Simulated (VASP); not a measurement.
Here is a VASP 6.6.1 calculation.

The input INCAR:

```
SYSTEM = W
  PREC = Accurate
  ENCUT = 400
  EDIFF = 1E-8
  ISMEAR = -1
  SIGMA = 0.03
  LREAL = .FALSE.
  LASPH = .TRUE.
  NELM = 120
  ALGO = Normal
  ISIF = 2
  LWAVE = .FALSE.
  LCHARG = .FALSE.
  GGA = PE
  LEFG = .TRUE.
  NBANDS = 13
  GGA_COMPAT = .FALSE.
```

The input KPOINTS:

```
Automatic mesh
0
G
  14 14 14
  0 0 0
```

Contents of POSCAR:

```
W
1.0
   -1.6234899007      1.6234899007      1.6234899007
    1.6234899007     -1.6234899007      1.6234899007
    1.6234899007      1.6234899007     -1.6234899007
W
1
Direct
    0.0000000000      0.0000000000      0.0000000000
```

Potentials or basis: VASP PAW PBE potentials, release 64 (W_sv).

Run with:

```sh
$ cat potpaw_PBE.64/W_sv/POTCAR > POTCAR
$ mpirun -np 1 vasp_std > vasp.out
```

Q: Predict the band gap on the k mesh.

A: Zero (bands 7 and 8 overlap by 5.74 eV).

Q: Estimate the pressure.

A: -15.3 GPa.

Caveat: the cell stands under tension; spin-orbit coupling is left out, which moves the levels of the heavy elements.
